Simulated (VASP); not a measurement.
Wanted: the native input for a VASP 6.6.1 run.

```
Task                   : single point
Functional             : PBE
Dispersion             : D3(BJ)
Potentials or basis    : VASP PAW PBE potentials, release 64 (Te)
Cutoff                 : 520 eV
k mesh                 : 10 × 10 × 10
Occupations            : fermi-dirac, width 0.05 eV
Spin                   : no spin polarisation
Dipole correction      : no
Further INCAR settings : ALGO = Normal; EDIFF = 1e-06; NBANDS = 13
```

The structure of Te lies in POSCAR:

```
Te
1.0
   -3.0480055584      3.1920234855      1.5555065739
    3.0480055584     -3.1920234855      1.5555065739
    3.0480055584      3.1920234855     -1.5555065739
Te
2
Direct
   -0.0000011305      0.7499988695      0.2500000000
    1.0000011305      0.2500011305      0.7500000000
```

The input as run:

INCAR

```
  PREC = Accurate
  ENCUT = 520
  EDIFF = 1E-6
  ISMEAR = -1
  SIGMA = 0.05
  LREAL = F
  LASPH = T
  NELM = 60
  ALGO = Normal
  ISIF = 2
  LWAVE = F
  LCHARG = T
  GGA = PE
  IVDW = 12
  LELF = T
  LVHAR = T
  NBANDS = 13
```

KPOINTS

```
Automatic mesh
0
Gamma
  10 10 10
```

Potentials or basis: VASP PAW PBE potentials, release 64 (Te).

Run with:

```sh
$ cat potpaw_PBE.64/Te/POTCAR > POTCAR
$ mpirun -np 1 vasp_std > vasp.out
```

It gave:

```yaml
Pressure: -0.1 GPa
Band_gap_on_the_k_mesh: zero (bands 6 and 7 overlap by 3.47 eV)
Dispersion_energy_per_atom: -0.486 eV
```

Caveat: spin-orbit coupling is left out, which moves the levels of the heavy elements.

Wall time 3.9 min on 1 thread of Oxide Virtual Turin-like Processor (shared host), peak memory 0.25 GiB.
